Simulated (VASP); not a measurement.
# RbCl (Fm-3m) in VASP: notebook

RbCl is run at these levels: PBE; tasks: single point, relaxation of cell and atoms.

Program: VASP 6.6.1. These are calculated values, not measurements. Logs are shortened: lines on timing, memory, paths and dates and some standing lists are left out, and cuts for length are marked.

## Step 1: The cell of the first run

Symmetry: Fm-3m, No. 225, cubic system. The conventional cell has a = 6.698 Å, b = 6.698 Å, c = 6.698 Å, α = 90.00°, β = 90.00°, γ = 90.00°. Within 4.4 Å of Rb (site symmetry m-3m) lie 6 Cl at 3.35 Å. Within 4.4 Å of Cl (site symmetry m-3m) lie 6 Rb at 3.35 Å.

## Step 2: Single point, PBE

File INCAR:

```
SYSTEM = RbCl
PREC     = Accurate       ! precision mode
ENCUT    = 500            ! plane-wave cutoff, eV
EDIFF    = 1E-6           ! SCF threshold, eV
ISMEAR   = 1              ! smearing method
SIGMA    = 0.05           ! smearing width, eV
LREAL    = .False.        ! projectors in reciprocal space
LASPH    = .True.         ! aspherical terms in the spheres
NELM     = 120            ! most SCF steps
ALGO     = Normal         ! electronic algorithm
ISIF     = 2              ! what is computed and relaxed
LWAVE    = .False.        ! write WAVECAR
LCHARG   = .True.         ! write CHGCAR
GGA      = PE             ! functional
LELF     = .True.         ! ELF
LVHAR    = .True.       
NBANDS   = 15             ! bands
GGA_COMPAT= .False.
```

File KPOINTS:

```
regular mesh
0
Gamma
  12 12 12
  0 0 0
```

File POSCAR:

```
RbCl
1.0
    0.0000000000      3.3492011595      3.3492011595
    3.3492011595      0.0000000000      3.3492011595
    3.3492011595      3.3492011595      0.0000000000
Rb Cl
1 1
Direct
    0.0000000000      0.0000000000      0.0000000000
    0.5000000000      0.5000000000      0.5000000000
```

Potentials or basis: VASP PAW PBE potentials, release 64 (Rb_sv, Cl).

Started as:

```bash
> cat potpaw_PBE.64/Rb_sv/POTCAR potpaw_PBE.64/Cl/POTCAR > POTCAR
> mpirun -np 1 vasp_std > vasp.out
```

OUTCAR:

```text
SYSTEM = RbCl
   PREC = Accurate
   ENCUT = 500
   EDIFF = 1E-6
   ISMEAR = 1
   LREAL = .False.
   LASPH = .True.
   NELM = 120
   ISIF = 2
   GGA = PE

 ion  position               nearest neighbor table
   1  0.000  0.000  0.000-   2 3.35   2 3.35   2 3.35   2 3.35   2 3.35   2 3.35
   2  0.500  0.500  0.500-   1 3.35   1 3.35   1 3.35   1 3.35   1 3.35   1 3.35

  LATTYP: Found a face centered cubic cell.
 ALAT       =     6.6984023190

  Lattice vectors:

 A1 = (   0.0000000000,   3.3492011595,   3.3492011595)
 A2 = (   3.3492011595,   0.0000000000,   3.3492011595)
 A3 = (   3.3492011595,   3.3492011595,   0.0000000000)

Analysis of symmetry for initial positions (statically):
=====================================================================
 Subroutine PRICEL returns:
 Original cell was already a primitive cell.

 Routine SETGRP: Setting up the symmetry group for a
 face centered cubic supercell.

 Subroutine GETGRP returns: Found 48 space group operations
 (whereof 48 operations were pure point group operations)
 out of a pool of 48 trial point group operations.

The static configuration has the point symmetry O_h .

Analysis of symmetry for dynamics (positions and initial velocities):
=====================================================================
 Subroutine PRICEL returns:
 Original cell was already a primitive cell.

 Routine SETGRP: Setting up the symmetry group for a
 face centered cubic supercell.

 Subroutine GETGRP returns: Found 48 space group operations
 (whereof 48 operations were pure point group operations)
 out of a pool of 48 trial point group operations.

The dynamic configuration has the point symmetry O_h .

 Subroutine INISYM returns: Found 48 space group operations
 (whereof 48 operations are pure point group operations),
 and found     1 'primitive' translations

----------------------------------------------------------------------------------------

                                     Primitive cell

  volume of cell :      75.1370

  direct lattice vectors                    reciprocal lattice vectors
     0.000000000  3.349201160  3.349201160    -0.149289331  0.149289331  0.149289331
     3.349201160  0.000000000  3.349201160     0.149289331 -0.149289331  0.149289331
     3.349201160  3.349201160  0.000000000     0.149289331  0.149289331 -0.149289331

  length of vectors
     4.736485703  4.736485703  4.736485703     0.258576706  0.258576706  0.258576706

  position of ions in fractional coordinates (direct lattice)
     0.000000000  0.000000000  0.000000000
     0.500000000  0.500000000  0.500000000

  ion indices of the primitive-cell ions
   primitive index   ion index
                 1           1
                 2           2

----------------------------------------------------------------------------------------

 KPOINTS: regular mesh

Automatic generation of k-mesh.
 Grid dimensions read from file:
 generate k-points for:   12   12   12

 Generating k-lattice:

  Cartesian coordinates                     Fractional coordinates (reciprocal lattice)
    -0.012440778  0.012440778  0.012440778     0.083333333  0.000000000  0.000000000
     0.012440778 -0.012440778  0.012440778     0.000000000  0.083333333  0.000000000
     0.012440778  0.012440778 -0.012440778     0.000000000  0.000000000  0.083333333

  Length of vectors
     0.021548059  0.021548059  0.021548059

  Shift w.r.t. Gamma in fractional coordinates (k-lattice)
     0.000000000  0.000000000  0.000000000

 Subroutine IBZKPT returns following result:
 ===========================================

 Found     72 irreducible k-points:

 Following reciprocal coordinates:
            Coordinates               Weight
  0.000000  0.000000  0.000000      1.000000
  0.083333  0.000000  0.000000      8.000000
  0.166667  0.000000  0.000000      8.000000
  0.250000  0.000000  0.000000      8.000000
  0.333333  0.000000  0.000000      8.000000
  0.416667  0.000000  0.000000      8.000000
[... 16 lines left out ...]
  0.500000  0.166667  0.000000     24.000000
 -0.416667  0.166667  0.000000     24.000000
 [... further k-points ...]
   k-points           NKPTS =     72   k-points in BZ     NKDIM =     72   number of bands    NBANDS=     15
   number of dos      NEDOS =    301   number of ions     NIONS =      2
   total plane-waves  NPLWV =  46656
   dimension x,y,z NGX =    36 NGY =   36 NGZ =   36
   dimension x,y,z NGXF=    72 NGYF=   72 NGZF=   72
   ions per type =               1   1
   NGX,Y,Z   is equivalent  to a cutoff of  12.64, 12.64, 12.64 a.u.
   NGXF,Y,Z  is equivalent  to a cutoff of  25.27, 25.27, 25.27 a.u.
 SYSTEM =  RbCl
   PREC   = accura    normal or accurate (medium, high low for compatibility)
   ISTART =      0    job   : 0-new  1-cont  2-samecut
   ICHARG =      2    charge: 1-file 2-atom 10-const
   ISPIN  =      1    spin polarized calculation?
   LNONCOLLINEAR =      F non collinear calculations
   LSORBIT =      F    spin-orbit coupling
   LASPH  =      T    aspherical Exc in radial PAW
   ENCUT  =  500.0 eV  36.75 Ry    6.06 a.u.   8.64  8.64  8.64*2*pi/ulx,y,z
   NELM   =    120;   NELMIN=  2; NELMDL= -5     # of ELM steps
   EDIFF  = 0.1E-05   stopping-criterion for ELM
   LREAL  =      F    real-space projection
   EDIFFG = 0.1E-04   stopping-criterion for IOM
   NSW    =      0    number of steps for IOM
   IBRION =     -1    ionic relax: 0-MD 1-quasi-New 2-CG
   NFREE  =      0    steps in history (QN), initial steepest desc. (CG)
   ISIF   =      2    stress and relaxation
   ISYM   =      2    0-nonsym 1-usesym 2-fastsym
   POTIM  = 0.5000    time-step for ionic-motion
   TEBEG  =    0.0;   TEEND  =   0.0 temperature during run
   PSTRESS=    0.0 pullay stress
   NELECT =      16.0000    total number of electrons
   NUPDOWN=      -1.0000    fix difference up-down
   EMIN   =  10.00;   EMAX   =-10.00  energy-range for DOS
   EFERMI =   0.00;   METHOD = LEGACY
   ISMEAR =     1;   SIGMA  =   0.05  broadening in eV -4-tet -1-fermi 0-gaus
   EFERMI_NEDOS =   21; number of points for ismear=-14 and -15
   IALGO  =     38    algorithm
   IMIX   =      4    mixing-type and parameters
     AMIX     =   0.40;   BMIX     =  1.00
     AMIX_MAG =   1.60;   BMIX_MAG =  1.00
  volume/ion in A,a.u.               =      37.57       253.52
  Fermi-wavevector in a.u.,A,eV,Ry     =   0.977605  1.847406 13.003256  0.955712
  Thomas-Fermi vector in A             =   2.108316
   LORBIT       =      0    0 simple, 1 ext, 2 COOP (PROOUT), +10 PAW based schemes
   GGA     = PE    functional components
   LHFCALC =     F    Hartree Fock is set to
   AEXX    =    0.0000 exact exchange contribution
   IVDW    =     0    specifies the selected vdW correction
   LEPSILON=     F    determine dielectric tensor
   LRPA    =     F    only Hartree local field effects (RPA)
 non-spin polarized calculation
 Methfessel and Paxton  Order N= 1 SIGMA  =   0.05
  energy-cutoff  :      500.00
  volume of cell :       75.14
 maximum number of plane-waves:      1932
   NGX = 17   NGY = 17   NGZ = 17

 number of electron      16.0000000 magnetization

 Free energy of the ion-electron system (eV)
  ---------------------------------------------------
  ext. energy  EPLUGINS =         0.00000000
  ---------------------------------------------------
  free energy    TOTEN  =        -6.67564448 eV

  energy without entropy =       -6.67630283  energy(sigma->0) =       -6.67586393

 E-fermi :  -2.0620     XC(G=0):  -7.1415

 val. band max:       -2.0679062948   @ k =   0.0000   0.0000   0.0000
 cond. band min:       2.7649477085   @ k =   0.0000   0.0000   0.0000
 fundamental gap:      4.8328540033
 Fermi energy:        -2.0620157977

 k-point     1 :       0.0000    0.0000    0.0000
  band No.  band energies     occupation
      1     -26.1192      2.00000
      2     -14.0209      2.00000
      3     -10.1680      2.00000
      4     -10.1680      2.00000
      5     -10.1680      2.00000
      6      -2.0679      1.19788
      7      -2.0679      1.19788
      8      -2.0679      1.19787
      9       2.7649      0.00000
     10       5.8854      0.00000
     11       5.8854      0.00000
     12       5.8854      0.00000
     13       6.8353      0.00000
     14       6.8353      0.00000
     15       9.8686      0.00000

 k-point     2 :       0.0833    0.0000    0.0000
  band No.  band energies     occupation
      1     -26.1183      2.00000
      2     -14.0241      2.00000
      3     -10.1688      2.00000
      4     -10.1688      2.00000
      5     -10.1670      2.00000
      6      -2.1337      2.06088
      7      -2.0890      1.78127
      8      -2.0890      1.78127
      9       2.9215      0.00000
     10       5.8242      0.00000
     11       5.9681      0.00000
     12       5.9681      0.00000
     13       6.9310      0.00000
     14       6.9310      0.00000
     15      10.1454      0.00000

 k-point     3 :       0.1667    0.0000    0.0000
  band No.  band energies     occupation
      1     -26.1161      2.00000
      2     -14.0328      2.00000
      3     -10.1709      2.00000
      4     -10.1709      2.00000
      5     -10.1641      2.00000
      6      -2.3007      2.00000
      7      -2.1455      2.03975
      8      -2.1455      2.03975
      9       3.3527      0.00000
     10       5.7075      0.00000
     11       6.2118      0.00000
     12       6.2118      0.00000
     13       7.2072      0.00000
     14       7.2072      0.00000
     15      10.8756      0.00000

 k-point     4 :       0.2500    0.0000    0.0000
  band No.  band energies     occupation
      1     -26.1131      2.00000
      2     -14.0446      2.00000
      3     -10.1738      2.00000
      4     -10.1738      2.00000
      5     -10.1603      2.00000
      6      -2.5044      2.00000
      7      -2.2205      2.00007
      8      -2.2205      2.00007
      9       3.9676      0.00000
     10       5.6381      0.00000
     11       6.6025      0.00000
     12       6.6025      0.00000
     13       7.6326      0.00000
     14       7.6326      0.00000
     15      11.2694      0.00000
[... 307 lines left out ...]
 k-point    22 :       0.4167    0.1667    0.0000
  band No.  band energies     occupation
      1     -26.1078      2.00000
      2     -14.0417      2.00000
      3     -10.2079      2.00000
      4     -10.2020      2.00000
      5     -10.1877      2.00000
      6      -2.6604      2.00000
      7      -2.3155      2.00000
      8      -2.2594      2.00000
      9       5.0180      0.00000
     10       5.2460      0.00000
     11       7.5208      0.00000
     12       7.8607      0.00000
     13       8.1715      0.00000
     14       8.2724      0.00000
     15       9.6203      0.00000

 k-point    23 :       0.5000    0.1667    0.0000
  band No.  band energies     occupation
      1     -26.1063      2.00000
      2     -14.0459      2.00000
      3     -10.2254      2.00000
      4     -10.1975      2.00000
      5     -10.1823      2.00000
      6      -2.7101      2.00000
      7      -2.3526      2.00000
      8      -2.3159      2.00000
      9       5.3742      0.00000
     10       5.5941      0.00000
     11       7.6160      0.00000
     12       8.0949      0.00000
     13       8.1341      0.00000
     14       8.8951      0.00000
     15       9.4570      0.00000

 k-point    24 :      -0.4167    0.1667    0.0000
  band No.  band energies     occupation
      1     -26.1061      2.00000
      2     -14.0483      2.00000
      3     -10.2377      2.00000
      4     -10.1894      2.00000
      5     -10.1721      2.00000
      6      -2.7352      2.00000
      7      -2.3496      2.00000
      8      -2.3349      2.00000
      9       5.4595      0.00000
     10       5.7529      0.00000
     11       7.5255      0.00000
     12       7.8833      0.00000
     13       8.1110      0.00000
     14       9.3901      0.00000
     15       9.5902      0.00000

 [... further k-points ...]

------------------------ aborting loop because EDIFF is reached ----------------------------------------

  FORCE on cell =-STRESS in cart. coord.  units (eV):
  Direction    XX          YY          ZZ          XY          YZ          ZX
  --------------------------------------------------------------------------------------
  -------------------------------------------------------------------------------------
  Total       -0.0034588     -0.0034588     -0.0034588      0.0000000      0.0000000      0.0000000
  in kB       -0.0737537     -0.0737537     -0.0737537      0.0000000      0.0000000      0.0000000
  external PRESSURE =      -0.0737537 kB  Pullay stress =       0.0000000 kB

 VOLUME and BASIS-vectors are now :
 -----------------------------------------------------------------------------
  energy-cutoff  :      500.00
  volume of cell :       75.14
      direct lattice vectors                 reciprocal lattice vectors
     0.000000000  3.349201160  3.349201160    -0.149289331  0.149289331  0.149289331
     3.349201160  0.000000000  3.349201160     0.149289331 -0.149289331  0.149289331
     3.349201160  3.349201160  0.000000000     0.149289331  0.149289331 -0.149289331

 POSITION                                       TOTAL-FORCE (eV/Angst)
 -----------------------------------------------------------------------------------
      0.00000      0.00000      0.00000         0.000000     -0.000000      0.000000
      3.34920      3.34920      3.34920        -0.000000      0.000000     -0.000000
 -----------------------------------------------------------------------------------
    total drift:                                0.000000      0.000000      0.000000

  FREE ENERGIE OF THE ION-ELECTRON SYSTEM (eV)
  ---------------------------------------------------
  free  energy   TOTEN  =        -6.6756444755 eV

  energy  without entropy=       -6.6763028341  energy(sigma->0) =       -6.67586393
```

It took 96 s on 1 thread of Oxide Virtual Turin-like, shared host; peak memory 0.2 GiB.

What came out:

- Free energy: -6.6756 eV
- Pressure: 0.0 GPa
- Band gap on the k mesh: 4.83 eV

A k mesh can miss the band edges.

## Step 3: Relaxation of cell and atoms, PBE

This run uses another cell than the first one, of 35.09 Å³/atom.

File INCAR:

```
ALGO = Normal
EDIFF = 1E-7
EDIFFG = -0.03
ENCUT = 500
GGA = PE
GGA_COMPAT = False
IBRION = 2
ISIF = 3
ISMEAR = 1
LASPH = True
LCHARG = False
LREAL = False
LWAVE = False
NELM = 120
NELMIN = 4
NSW = 60
PREC = Accurate
SIGMA = 0.05
```

File KPOINTS:

```
k-points
0
Gamma
  12 12 12
```

File POSCAR:

```
RbCl
1.0
    0.0000000000      3.2740000000      3.2740000000
    3.2740000000      0.0000000000      3.2740000000
    3.2740000000      3.2740000000      0.0000000000
Rb Cl
1 1
Direct
    0.0000000000      0.0000000000      0.0000000000
    0.5000000000      0.5000000000      0.5000000000
```

Potentials or basis: VASP PAW PBE potentials, release 64 (Rb_sv, Cl).

Started as:

```bash
> cat potpaw_PBE.64/Rb_sv/POTCAR potpaw_PBE.64/Cl/POTCAR > POTCAR
> mpirun -np 1 vasp_std > vasp.out
```

It took 2.9 min on 1 thread of Oxide Virtual Turin-like, shared host; peak memory 0.21 GiB.

Results (log left out):

```yaml
Free_energy: -6.6743 eV
Relaxed_volume: 37.67 Å³/atom
Relaxed_cell: a = 4.741 Å, b = 4.741 Å, c = 4.741 Å, α = 60.00°, β = 60.00°, γ = 60.00°
Space_group_after_relaxing_to_0.1_Å: Fm-3m (No. 225)
Energy_gained_by_relaxing: 8.2 meV/atom
Ionic_steps: 3
Pressure_after_relaxing: 0.0 GPa
Band_gap_on_the_k_mesh: 4.83 eV
```

The path:
| step | energy change (eV) | largest force (eV/Å) | pressure (GPa) | volume (Å³) |
| --- | --- | --- | --- | --- |
| 1 | 0.0000 | 0.0000 | 1.15 | 70.19 |
| 2 | -0.0131 | 0.0000 | 0.48 | 72.78 |
| 3 | -0.0164 | 0.0000 | -0.05 | 75.33 |

Final structure:
```yaml
crystal:
  lattice:
    - [0.00000, 3.35213, 3.35213]
    - [3.35213, 0.00000, 3.35213]
    - [3.35213, 3.35213, 0.00000]
  atoms:
    - { symbol: Rb, position: [0.00000, 0.00000, 0.00000] }
    - { symbol: Cl, position: [0.50000, 0.50000, 0.50000] }
```

Levels at points of the mesh, in eV from the valence-band top:
| k point | band 6 | band 7 | band 8 | band 9 | band 10 | band 11 |
| --- | --- | --- | --- | --- | --- | --- |
| (0.00, 0.00, 0.00) | 0.00 | 0.00 | 0.00 | 4.83 | 7.95 | 7.95 |
| (0.50, 0.00, 0.00) | -0.78 | -0.29 | -0.29 | 7.56 | 7.77 | 9.95 |
| (0.50, 0.50, 0.00) | -0.32 | -0.10 | -0.10 | 6.24 | 7.82 | 9.40 |

A k mesh can miss the band edges. PBE usually gives volumes a little too large and moduli too small.
